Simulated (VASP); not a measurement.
# Cs in VASP: further runs, part 3 of 3

VASP 6.6.1. The steps go on from the part before.

### Step 4. Single point, PBE

This run uses another cell than the first one.

INCAR reads:

```
PREC = Accurate
ENCUT = 520
EDIFF = 1E-6
ISMEAR = -1
SIGMA = 0.15
LREAL = False
LASPH = True
NELM = 80
ALGO = Normal
ISIF = 2
LWAVE = False
LCHARG = False
LDIPOL = True
IDIPOL = 3
DIPOL = 0.5 0.5 0.276
GGA = PE
NBANDS = 20
```

KPOINTS reads:

```
regular mesh
0
Gamma
  6 6 1
```

POSCAR reads:

```
Cs
1.0
    9.3610440435      0.0000000000      0.0000000000
   -4.6805220217      8.1069019476      0.0000000000
    0.0000000000      0.0000000000     28.9657889728
Cs
3
Direct
    0.3333333333      0.6666666667      0.2762049255
    0.6666666667      0.3333333333      0.2761708450
    0.0000000000      1.0000000000      0.2761878852
```

Potentials or basis: VASP PAW PBE potentials, release 64 (Cs_sv).

Command:

```sh
$ cat potpaw_PBE.64/Cs_sv/POTCAR > POTCAR
$ mpirun -np 1 vasp_std > vasp.out
```

OUTCAR:

```text
PREC = Accurate
   ENCUT = 520
   EDIFF = 1E-6
   ISMEAR = -1
   LREAL = False
   LASPH = True
   NELM = 80
   ISIF = 2
   GGA = PE

 ion  position               nearest neighbor table
   1  0.333  0.667  0.276-
   2  0.667  0.333  0.276-
   3  0.000  0.000  0.276-

  LATTYP: Found a hexagonal cell.
 ALAT       =     9.3610440435
 C/A-ratio  =     3.0942904272

  Lattice vectors:

 A1 = (   9.3610440435,   0.0000000000,   0.0000000000)
 A2 = (  -4.6805220217,   8.1069019476,   0.0000000000)
 A3 = (   0.0000000000,   0.0000000000,  28.9657889728)

Analysis of symmetry for initial positions (statically):
=====================================================================
 Subroutine PRICEL returns:
 Original cell was already a primitive cell.

 Routine SETGRP: Setting up the symmetry group for a
 hexagonal supercell.

 Subroutine GETGRP returns: Found 12 space group operations
 (whereof  6 operations were pure point group operations)
 out of a pool of 24 trial point group operations.

The static configuration has the point symmetry C_3v.
 The point group associated with its full space group is D_3d.

Analysis of symmetry for dynamics (positions and initial velocities):
=====================================================================
 Subroutine PRICEL returns:
 Original cell was already a primitive cell.

 Routine SETGRP: Setting up the symmetry group for a
 hexagonal supercell.

 Subroutine GETGRP returns: Found 12 space group operations
 (whereof  6 operations were pure point group operations)
 out of a pool of 24 trial point group operations.

The dynamic configuration has the point symmetry C_3v.
 The point group associated with its full space group is D_3d.

 Subroutine INISYM returns: Found 12 space group operations
 (whereof  6 operations are pure point group operations),
 and found     1 'primitive' translations

----------------------------------------------------------------------------------------

                                     Primitive cell

  volume of cell :    2198.1867

  direct lattice vectors                    reciprocal lattice vectors
     9.361044043  0.000000000  0.000000000     0.106825691  0.061675842  0.000000000
    -4.680522022  8.106901948  0.000000000     0.000000000  0.123351683  0.000000000
     0.000000000  0.000000000 28.965788973     0.000000000  0.000000000  0.034523486

  length of vectors
     9.361044043  9.361044043 28.965788973     0.123351683  0.123351683  0.034523486

  position of ions in fractional coordinates (direct lattice)
     0.333333333  0.666666667  0.276204925
     0.666666667  0.333333333  0.276170845
     0.000000000  0.000000000  0.276187885

  ion indices of the primitive-cell ions
   primitive index   ion index
                 1           1
                 2           2
                 3           3

----------------------------------------------------------------------------------------

 KPOINTS: regular mesh

Automatic generation of k-mesh.
 Grid dimensions read from file:
 generate k-points for:    6    6    1

 Generating k-lattice:

  Cartesian coordinates                     Fractional coordinates (reciprocal lattice)
     0.017804282  0.010279307  0.000000000     0.166666667  0.000000000  0.000000000
     0.000000000  0.020558614  0.000000000     0.000000000  0.166666667  0.000000000
     0.000000000  0.000000000  0.034523486     0.000000000  0.000000000  1.000000000

  Length of vectors
     0.020558614  0.020558614  0.034523486

  Shift w.r.t. Gamma in fractional coordinates (k-lattice)
     0.000000000  0.000000000  0.000000000

 Subroutine IBZKPT returns following result:
 ===========================================

 Found      7 irreducible k-points:

 Following reciprocal coordinates:
            Coordinates               Weight
  0.000000  0.000000  0.000000      1.000000
  0.166667  0.000000  0.000000      6.000000
  0.333333 -0.000000  0.000000      6.000000
  0.500000 -0.000000  0.000000      3.000000
  0.166667  0.166667  0.000000      6.000000
  0.333333  0.166667  0.000000     12.000000
  0.333333  0.333333  0.000000      2.000000
   k-points           NKPTS =      7   k-points in BZ     NKDIM =      7   number of bands    NBANDS=     20
   number of dos      NEDOS =    301   number of ions     NIONS =      3
   total plane-waves  NPLWV = ******
   dimension x,y,z NGX =    70 NGY =   70 NGZ =  216
   dimension x,y,z NGXF=   140 NGYF=  140 NGZF=  432
   ions per type =               3
   NGX,Y,Z   is equivalent  to a cutoff of  12.43, 12.43, 12.40 a.u.
   NGXF,Y,Z  is equivalent  to a cutoff of  24.86, 24.86, 24.79 a.u.
 SYSTEM =  unknown system
   PREC   = accura    normal or accurate (medium, high low for compatibility)
   ISTART =      0    job   : 0-new  1-cont  2-samecut
   ICHARG =      2    charge: 1-file 2-atom 10-const
   ISPIN  =      1    spin polarized calculation?
   LNONCOLLINEAR =      F non collinear calculations
   LSORBIT =      F    spin-orbit coupling
   LASPH  =      T    aspherical Exc in radial PAW
   ENCUT  =  520.0 eV  38.22 Ry    6.18 a.u.  17.41 17.41 53.86*2*pi/ulx,y,z
   NELM   =     80;   NELMIN=  2; NELMDL= -5     # of ELM steps
   EDIFF  = 0.1E-05   stopping-criterion for ELM
   LREAL  =      F    real-space projection
   EDIFFG = 0.1E-04   stopping-criterion for IOM
   NSW    =      0    number of steps for IOM
   IBRION =     -1    ionic relax: 0-MD 1-quasi-New 2-CG
   NFREE  =      0    steps in history (QN), initial steepest desc. (CG)
   ISIF   =      2    stress and relaxation
   ISYM   =      2    0-nonsym 1-usesym 2-fastsym
   POTIM  = 0.5000    time-step for ionic-motion
   TEBEG  =    0.0;   TEEND  =   0.0 temperature during run
   PSTRESS=    0.0 pullay stress
   NELECT =      27.0000    total number of electrons
   NUPDOWN=      -1.0000    fix difference up-down
   EMIN   =  10.00;   EMAX   =-10.00  energy-range for DOS
   EFERMI =   0.00;   METHOD = LEGACY
   ISMEAR =    -1;   SIGMA  =   0.15  broadening in eV -4-tet -1-fermi 0-gaus
   EFERMI_NEDOS =   21; number of points for ismear=-14 and -15
   IALGO  =     38    algorithm
   IMIX   =      4    mixing-type and parameters
     AMIX     =   0.40;   BMIX     =  1.00
     AMIX_MAG =   1.60;   BMIX_MAG =  1.00
  volume/ion in A,a.u.               =     732.73      4944.70
  Fermi-wavevector in a.u.,A,eV,Ry     =   0.377724  0.713795  1.941217  0.142675
  Thomas-Fermi vector in A             =   1.310513
   LORBIT       =      0    0 simple, 1 ext, 2 COOP (PROOUT), +10 PAW based schemes
   GGA     = PE    functional components
   LHFCALC =     F    Hartree Fock is set to
   AEXX    =    0.0000 exact exchange contribution
   IVDW    =     0    specifies the selected vdW correction
   LEPSILON=     F    determine dielectric tensor
   LRPA    =     F    only Hartree local field effects (RPA)
 non-spin polarized calculation
  energy-cutoff  :      520.00
  volume of cell :     2198.19
 maximum number of plane-waves:     59244
 NGX is ok and might be reduce to    70
   NGX = 35   NGY = 35   NGZ =107

 dipolmoment           0.000000      0.000000     -0.000011 electrons x Angstroem

 number of electron      26.9999999 magnetization

 dipolmoment           0.000000      0.000000      0.000002 electrons x Angstroem

 Free energy of the ion-electron system (eV)
  ---------------------------------------------------
  ext. energy  EPLUGINS =         0.00000000
  ---------------------------------------------------
  free energy    TOTEN  =        -2.09171608 eV

  energy without entropy =       -1.83668887  energy(sigma->0) =       -1.96420248

 E-fermi :  -1.6985     XC(G=0):  -1.2841

 val. band max:       -1.7909421393   @ k =   0.3333   0.1667   0.0000
 cond. band min:      -1.5656871111   @ k =   0.3333  -0.0000   0.0000
 fundamental gap:      0.2252550282
 Fermi energy:        -1.6984605974

 k-point     1 :       0.0000    0.0000    0.0000
  band No.  band energies     occupation
      1     -25.8345      2.00000
      2     -25.8294      2.00000
      3     -25.8294      2.00000
      4     -12.6809      2.00000
      5     -12.6639      2.00000
      6     -12.6639      2.00000
[... 150 lines left out ...]
     19      -0.3505      0.00025
     20      -0.3505      0.00025

------------------------ aborting loop because EDIFF is reached ----------------------------------------

 vacuum level on the upper side and lower side of the slab       (xc-potential included)        -0.004        -0.004

  FORCE on cell =-STRESS in cart. coord.  units (eV):
  Direction    XX          YY          ZZ          XY          YZ          ZX
  --------------------------------------------------------------------------------------
  -------------------------------------------------------------------------------------
  Total       -0.0142007     -0.0142007     -0.0159213     -0.0000000      0.0000000      0.0000000
  in kB       -0.0103503     -0.0103503     -0.0116045     -0.0000000      0.0000000      0.0000000
  external PRESSURE =      -0.0107684 kB  Pullay stress =       0.0000000 kB

 VOLUME and BASIS-vectors are now :
 -----------------------------------------------------------------------------
  energy-cutoff  :      520.00
  volume of cell :     2198.19
      direct lattice vectors                 reciprocal lattice vectors
     9.361044043  0.000000000  0.000000000     0.106825691  0.061675842  0.000000000
    -4.680522022  8.106901948  0.000000000     0.000000000  0.123351683  0.000000000
     0.000000000  0.000000000 28.965788973     0.000000000  0.000000000  0.034523486

 POSITION                                       TOTAL-FORCE (eV/Angst)
 -----------------------------------------------------------------------------------
     -0.00000      5.40460      8.00049         0.000000     -0.000000     -0.000004
      4.68052      2.70230      7.99951        -0.000000      0.000000      0.000004
      0.00000      0.00000      8.00000         0.000000      0.000000      0.000000
 -----------------------------------------------------------------------------------
    total drift:                                0.000000     -0.000000     -0.000016

  FREE ENERGIE OF THE ION-ELECTRON SYSTEM (eV)
  ---------------------------------------------------
  free  energy   TOTEN  =        -2.0917160832 eV

  energy  without entropy=       -1.8366888711  energy(sigma->0) =       -1.96420248

 vacuum level on the upper side and lower side of the slab         0.458         0.458
```

stdout:

```text
POSCAR found type information on POSCAR Cs
 POSCAR found :  1 types and       3 ions
 scaLAPACK will be used
 LDA part: xc-table for (Slater+PW92), standard interpolation
 POSCAR, INCAR and KPOINTS ok, starting setup
 FFT: planning ... GRIDC
 FFT: planning ... GRID_SOFT
 FFT: planning ... GRID
 WAVECAR not read
 entering main loop
```

Run time: 6.9 min. Hardware: 1 thread of AMD EPYC 9R45 (Zen 5), shared host; peak memory 1.6 GiB.

What came out:

```
Free energy            : -2.0917 eV
Band gap on the k mesh : zero (an odd number of electrons rules out a gap without spin polarisation)
```

Caveat: spin-orbit coupling is left out, which moves the levels of the heavy elements.

### Step 5. The runs side by side

| cell | smearing | gap on the mesh (eV) |
| --- | --- | --- |
| a = 9.337, b = 9.337, c = 28.966 Å, angles 90.0, 90.0, 120.0°, 3 atoms, atomic positions A | gaussian 0.1 eV | none |
| a = 9.337, b = 9.337, c = 28.966 Å, angles 90.0, 90.0, 120.0°, 3 atoms, atomic positions A | fermi-dirac 0.15 eV | none |
| a = 9.361, b = 9.361, c = 28.966 Å, angles 90.0, 90.0, 120.0°, 3 atoms, atomic positions B | fermi-dirac 0.15 eV | none |

Alike in all rows: task single point; level PBE; potentials or basis VASP PAW PBE potentials, release 64 (Cs_sv); no spin polarisation; k mesh 6 × 6 × 1; cutoff (eV) 520.

Caveats: spin-orbit coupling is left out, which moves the levels of the heavy elements.

Absolute energies hang on the potentials; compare differences alone.
